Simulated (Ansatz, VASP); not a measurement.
# One calculation of La2O3, two programs

```
La O
1.0
     3.92875    0.00000    0.00000
    -1.96437    3.40240    0.00000
     0.00000    0.00000    6.07438
La O
2 3
Direct
  0.66667 0.33333 0.75493
  0.33333 0.66667 0.24507
  0.66667 0.33333 0.35322
  0.33333 0.66667 0.64678
  0.00000 0.00000 0.00000
```

Alike in both runs: functional r2SCAN; dispersion rVV10; k mesh 6 × 6 × 4; no spin polarisation.

Ansatz relaxed the structure, and its values are those at the end. VASP's run is a single point on that final structure, the one shown.

```csv
,VASP,Ansatz
version,VASP 6.6.1,Ansatz 0.2.0
potentials or method,"VASP PAW PBE potentials, release 64 (La, O)","plane waves, PAW"
plane-wave cutoff (eV),520,500
occupations,"gaussian, width 0.01 eV",fixed
valence electrons in the cell,40,40
```

|  | VASP | Ansatz | Ansatz less VASP |
| --- | --- | --- | --- |
| pressure (GPa) | -0.2 | 0.0 | +0.19 |
| rms of the force components (eV/Å) | 0.009 | 0.000 | -0.0081 |

VASP's potentials were made for PBE, not for r2SCAN.

Neither program's run includes spin-orbit coupling.
